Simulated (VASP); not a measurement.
# Si62As (a cell with a defect) in VASP: notebook, part 2 of 2

VASP 6.6.1. The steps go on from the part before.

### Step 3. Single point, LDA

Contents of INCAR:

```
SYSTEM = Si62As
PREC     = Accurate       ! precision mode
ENCUT    = 520            ! plane-wave cutoff, eV
EDIFF    = 1E-6           ! SCF threshold, eV
ISMEAR   = -1             ! smearing method
SIGMA    = 0.05           ! smearing width, eV
LREAL    = Auto         
LASPH    = .True.         ! aspherical terms in the spheres
NELM     = 60             ! most SCF steps
ALGO     = Normal         ! electronic algorithm
ISIF     = 2              ! what is computed and relaxed
LWAVE    = .False.        ! write WAVECAR
LCHARG   = .False.        ! write CHGCAR
GGA      = CA             ! functional
NELECT   = 252.0        
NBANDS   = 164            ! bands
```

Contents of KPOINTS:

```
Automatic mesh
0
Gamma
  1 1 1
  0 0 0
```

Contents of POSCAR:

```
Si62As
1.0
   10.8600000000      0.0000000000      0.0000000000
    0.0000000000     10.8600000000      0.0000000000
    0.0000000000      0.0000000000     10.8600000000
Si As
62 1
Direct
    0.5002650092     -0.0004777164      0.0019815838
    0.6263659300      0.1196239411      0.1303815838
    0.7488916206      0.2485790055      0.0014457643
    0.8765625230      0.3755797422      0.1244532228
    0.7508850829     -0.0076253223      0.2576265193
    0.8741544199      0.1251817680      0.3746168508
    0.0000144567      0.0010166667     -0.0004295580
    0.1263480663      0.1243039595      0.1256970534
    0.2494480663      0.2503206262     -0.0002915285
    0.3754732965      0.3734080110      0.1256932781
    0.4987497238      0.4997493554     -0.0004436464
    0.6243601289      0.6255809392      0.1248307551
    0.7496446593      0.7501196133     -0.0004266114
    0.8741836096      0.8753950276      0.1248418048
    0.2517502762     -0.0004920810      0.2504959484
    0.3802162063      0.1195623389      0.3765655617
    0.5002844383      0.2480298343      0.2505002762
    0.6243604972      0.3746096685      0.3746095764
    0.7476695212      0.5008976059      0.2495935543
    0.8737573665      0.6260108656      0.3702963168
    0.5074405157     -0.0076920810      0.5011180479
    0.6243652855      0.1251659300      0.6244142726
    0.7496436464      0.2504625230      0.4999104972
    0.8733007366      0.3776504604      0.6235249540
    0.7476695212      0.0004033149      0.7491040516
    0.8765427256      0.1255663904      0.8744196133
   -0.0018038674      0.5015883978     -0.0027282689
    0.1242126151      0.6232569061      0.1244189687
    0.2513054328      0.7509416206      0.0015137201
    0.3802522099      0.8734358195      0.1304784530
    0.0000277164      0.2504284530      0.2490083794
    0.1251162063      0.3746915285      0.3750400552
    0.2493453039      0.4997642726      0.2489563536
    0.3745673112      0.6255939227      0.3746127072
    0.5074687845      0.7488773481      0.2577228361
   -0.0011414365      0.0004089319      0.4979020258
    0.1242066298      0.1255776243      0.6267460405
    0.2512928177      0.2485220074      0.4990885820
    0.3742201657      0.3755686004      0.6267889503
    0.4993471455      0.5009162063      0.4979062615
    0.6200909761      0.6261139963      0.6238883978
    0.8737941068      0.8797005525      0.6240313076
    0.2493511971      0.0010510129      0.7502387661
    0.3754521179      0.1243299263      0.8766034070
    0.4987689687      0.2504393186      0.7502669429
    0.6248508287      0.3747493554      0.8752663904
    0.7472019337      0.5035541436      0.7464535912
    0.8732780847      0.6265007366      0.8723625230
   -0.0011127072      0.7521035912      0.2496061694
    0.1251797422      0.8754166667      0.3746076427
   -0.0036972376      0.5034669429      0.4974110497
    0.1221128913      0.6264716390      0.6235314917
    0.2493063536      0.7501177716      0.4999151934
    0.3745968692      0.8753945672      0.6244324125
   -0.0017844383      0.2527338858      0.7484330571
    0.1246623389      0.3751159300      0.8749086556
    0.2470396869      0.5015672192      0.7484358195
    0.3742000921      0.6232349908      0.8744366483
    0.4993717311      0.7520985267      0.7491119705
    0.6243628913      0.8754136280      0.8754191529
   -0.0036623389      0.7525887661      0.7465762431
    0.1251331492      0.8749826888      0.8753386740
    0.6595528545      0.8402293738      0.4098175875
```

Potentials or basis: VASP PAW LDA potentials, release 64 (Si, As).

Launch:

```
$ cat potpaw_LDA.64/Si/POTCAR potpaw_LDA.64/As/POTCAR > POTCAR
$ mpirun -np 1 vasp_gam > vasp.out
```

Run time: 4.3 min. Hardware: 1 thread of Intel Xeon Platinum 8259CL at 2.50GHz (Skylake/Cascade Lake), shared host; peak memory 0.7 GiB.

The run converged. Its results:

* Free energy: -371.4213 eV
* Largest force: 0.831 eV/Å

Forces on the atoms (eV/Å):
```
Si   0.000  0.000 -0.002
Si  -0.034  0.029 -0.029
Si   0.013 -0.028  0.028
Si   0.009 -0.001  0.003
Si  -0.058  0.033 -0.033
Si   0.010 -0.001  0.004
Si   0.002 -0.022  0.007
Si   0.002  0.008 -0.007
Si   0.017 -0.018  0.018
Si  -0.008 -0.001 -0.008
Si   0.024 -0.001  0.008
Si   0.005 -0.010  0.002
Si  -0.006  0.006 -0.014
Si   0.010 -0.004  0.001
Si  -0.002 -0.001  0.001
Si  -0.029  0.029 -0.034
Si   0.000  0.001  0.000
Si   0.009 -0.023  0.008
Si  -0.016 -0.002 -0.012
Si   0.152 -0.152  0.029
Si  -0.036  0.035 -0.058
Si   0.004 -0.001  0.011
Si  -0.005  0.013 -0.006
Si   0.001 -0.022  0.002
Si  -0.016  0.012  0.003
Si   0.009 -0.003  0.002
Si   0.015 -0.015  0.018
Si   0.001 -0.010  0.004
Si   0.027 -0.014  0.027
Si  -0.029  0.035 -0.030
Si   0.001 -0.007  0.022
Si   0.026 -0.024 -0.022
Si   0.008 -0.001  0.023
Si   0.002 -0.011  0.004
Si  -0.036  0.059 -0.035
Si   0.003  0.012 -0.017
Si   0.001 -0.003  0.010
Si   0.027 -0.027  0.013
Si   0.003 -0.001  0.009
Si  -0.012 -0.004 -0.017
Si   0.031 -0.153  0.153
Si   0.152 -0.029  0.152
Si   0.008 -0.024  0.001
Si  -0.008  0.008  0.001
Si   0.024 -0.008  0.002
Si  -0.021 -0.025  0.025
Si   0.023 -0.049  0.049
Si   0.001 -0.002  0.022
Si   0.002  0.018 -0.012
Si   0.021 -0.011  0.011
Si   0.047 -0.048  0.024
Si   0.022 -0.001  0.001
Si  -0.013  0.005 -0.006
Si   0.002 -0.004  0.011
Si   0.015 -0.018  0.015
Si  -0.011  0.013 -0.014
Si   0.018 -0.014  0.015
Si   0.003 -0.010  0.001
Si  -0.013  0.018  0.003
Si   0.009 -0.008  0.023
Si   0.047 -0.024  0.046
Si   0.025  0.022  0.024
As  -0.479  0.479 -0.481
```

Levels at points of the mesh, in eV from the Fermi level:
```csv
k point,band 122,band 123,band 124,band 125,band 126,band 127,band 128,band 129,band 130,band 131
"(0.00, 0.00, 0.00)",-1.46,-0.80,-0.64,-0.64,-0.18,0.23,0.23,0.32,0.32,0.34
```

Caveat: the k points lie up to 0.58 Å⁻¹ apart; the cell carries a net charge on a neutralising background, which shifts energy and pressure; the cell is charged against a uniform background, so pressure and absolute levels hang on convention.

### Step 4. Single point, LDA

Contents of INCAR:

```
PREC = Accurate
ENCUT = 520
EDIFF = 1E-6
ISMEAR = -1
SIGMA = 0.05
LREAL = Auto
LASPH = T
NELM = 100
ALGO = Normal
ISIF = 2
LWAVE = F
LCHARG = F
NELECT = 252.0
NBANDS = 164
```

Contents of KPOINTS:

```
Automatic mesh
0
Gamma
  1 1 1
```

Contents of POSCAR:

```
Si62As
1.0
   10.8600000000      0.0000000000      0.0000000000
    0.0000000000     10.8600000000      0.0000000000
    0.0000000000      0.0000000000     10.8600000000
Si As
62 1
Direct
    0.4997629834      0.0001320442      0.0008117864
    0.6249487109      0.1216449355      0.1283558011
    0.7492575506      0.2486246777      0.0013906998
    0.8764551565      0.3757427256      0.1249620626
    0.7488201657     -0.0044924494      0.2544913444
    0.8734282689      0.1251615101      0.3742395948
   -0.0001853591      0.0004163904     -0.0004023941
    0.1254860037      0.1247959484      0.1252011971
    0.2494449355      0.2504320442     -0.0004141805
    0.3750914365      0.3743815838      0.1251969613
    0.4994617864      0.5000616022     -0.0004109576
    0.6241024862      0.6264302947      0.1248503683
    0.7495457643      0.7503289134     -0.0005499079
    0.8734489871      0.8757662983      0.1248533149
    0.2506898711      0.0001197974      0.2498809392
    0.3782773481      0.1216085635      0.3750407919
    0.4997774401      0.2491921731      0.2498816759
    0.6243306630      0.3746931860      0.3744623389
    0.7473397790      0.5013173112      0.2498561694
    0.8778302026      0.6220474217      0.3700296501
    0.5043960405     -0.0045297422      0.4989317680
    0.6241060773      0.1251447514      0.6235645488
    0.7495453039      0.2505725599      0.4996906998
    0.8737683241      0.3765826888      0.6238803867
    0.7473400552      0.0001396869      0.7486815838
    0.8764409761      0.1250501842      0.8742546961
   -0.0013534991      0.5012452118     -0.0018996317
    0.1241568140      0.6234615101      0.1249346225
    0.2513304788      0.7506692449      0.0014270718
    0.3782992634      0.8749586556      0.1284143646
   -0.0001757827      0.2503969613      0.2495976980
    0.1258826888      0.3740300184      0.3749578269
    0.2494918969      0.5000755064      0.2495592081
    0.3747094843      0.6264445672      0.3742400552
    0.5044121547      0.7510624309      0.2545452118
   -0.0014471455      0.0001477901      0.4974606814
    0.1241538674      0.1250611418      0.6265379374
    0.2513244936      0.2485935543      0.4993490792
    0.3748462247      0.3757368324      0.6265684162
    0.4997307551      0.5013351750      0.4974616022
    0.6199386740      0.6221119705      0.6278858195
    0.8778538674      0.8799686004      0.6279760589
    0.2494949355      0.0004423573      0.7499236648
    0.3750747698      0.1248165746      0.8756235727
    0.4994749540      0.2504035912      0.7499476980
    0.6248751381      0.3740635359      0.8759441068
    0.7486488950      0.5014451197      0.7485565378
    0.8737503683      0.6261356354      0.8734230203
   -0.0014280847      0.7525402394      0.2498619705
    0.1251958564      0.8755532228      0.3744615101
   -0.0015115101      0.5013870166      0.4987471455
    0.1232859116      0.6261108656      0.6238867403
    0.2492994475      0.7503257827      0.4996946593
    0.3747299263      0.8757627993      0.6235716390
   -0.0013386740      0.2519001842      0.7487682320
    0.1247150092      0.3751714549      0.8748438306
    0.2479831492      0.5012289134      0.7487704420
    0.3748316759      0.6234465930      0.8742633517
    0.4997488029      0.7525390424      0.7486807551
    0.6243321363      0.8755516575      0.8753238490
   -0.0014904236      0.7512473297      0.7486357274
    0.1258913444      0.8750537753      0.8759848066
    0.6477784530      0.8521483425      0.3978786372
```

Launch:

```
$ cat potpaw_LDA.64/Si/POTCAR potpaw_LDA.64/As/POTCAR > POTCAR
$ mpirun -np 1 vasp_gam > vasp.out
```

Wall time 4.6 min (1 thread of Intel Xeon Platinum 8259CL at 2.50GHz (Skylake/Cascade Lake), shared host); peak memory 0.7 GiB.

Results (log left out):

| Item | Value |
| --- | --- |
| Free energy | -371.6184 eV |
| Largest force | 0.325 eV/Å |

Forces on the atoms (eV/Å):
```
Si  -0.003  0.003 -0.008
Si  -0.018  0.040 -0.040
Si   0.016 -0.008  0.007
Si  -0.001 -0.002  0.008
Si  -0.040  0.068 -0.067
Si   0.000 -0.005  0.012
Si   0.000 -0.011  0.004
Si  -0.008  0.008 -0.008
Si   0.010 -0.011  0.011
Si  -0.007  0.008 -0.007
Si   0.010  0.000  0.005
Si   0.011  0.002  0.006
Si  -0.002  0.001 -0.010
Si  -0.001 -0.012  0.006
Si  -0.007  0.002 -0.002
Si  -0.040  0.041 -0.018
Si  -0.003  0.008 -0.002
Si   0.005 -0.014  0.004
Si  -0.003  0.002 -0.002
Si   0.081 -0.082  0.010
Si  -0.068  0.069 -0.040
Si   0.011 -0.006 -0.001
Si  -0.002  0.010 -0.002
Si   0.006 -0.021  0.007
Si  -0.003  0.002 -0.002
Si  -0.001 -0.008  0.002
Si   0.016 -0.016  0.024
Si   0.002  0.001  0.008
Si   0.007 -0.016  0.007
Si  -0.040  0.018 -0.041
Si  -0.001 -0.004  0.010
Si   0.017 -0.017 -0.006
Si   0.004  0.000  0.012
Si   0.006  0.002  0.011
Si  -0.068  0.041 -0.068
Si  -0.001  0.002 -0.004
Si   0.002 -0.008 -0.001
Si   0.007 -0.007  0.016
Si   0.008 -0.003 -0.001
Si  -0.001  0.002 -0.004
Si   0.010 -0.082  0.082
Si   0.081 -0.010  0.082
Si   0.003 -0.012  0.000
Si  -0.006  0.007 -0.008
Si   0.010 -0.005  0.001
Si  -0.008 -0.017  0.017
Si   0.031 -0.033  0.033
Si   0.007 -0.007  0.021
Si  -0.001  0.004 -0.002
Si   0.013 -0.006  0.006
Si   0.033 -0.033  0.030
Si   0.022 -0.006  0.006
Si  -0.009  0.002 -0.002
Si   0.006 -0.011 -0.002
Si   0.017 -0.024  0.016
Si  -0.006  0.007 -0.007
Si   0.024 -0.016  0.016
Si   0.008  0.001  0.003
Si  -0.001  0.004 -0.002
Si   0.004 -0.004  0.014
Si   0.033 -0.030  0.032
Si   0.017  0.007  0.017
As  -0.188  0.187 -0.188
```

Levels at points of the mesh, in eV from the Fermi level:
```
           k point  band 124  band 125  band 126  band 127  band 128  band 129
(0.00, 0.00, 0.00)     -0.62     -0.62     -0.19      0.23      0.24      0.32
```

Caveat: the k points lie up to 0.58 Å⁻¹ apart; the cell carries a net charge on a neutralising background, which shifts energy and pressure; the cell is charged against a uniform background, so pressure and absolute levels hang on convention.
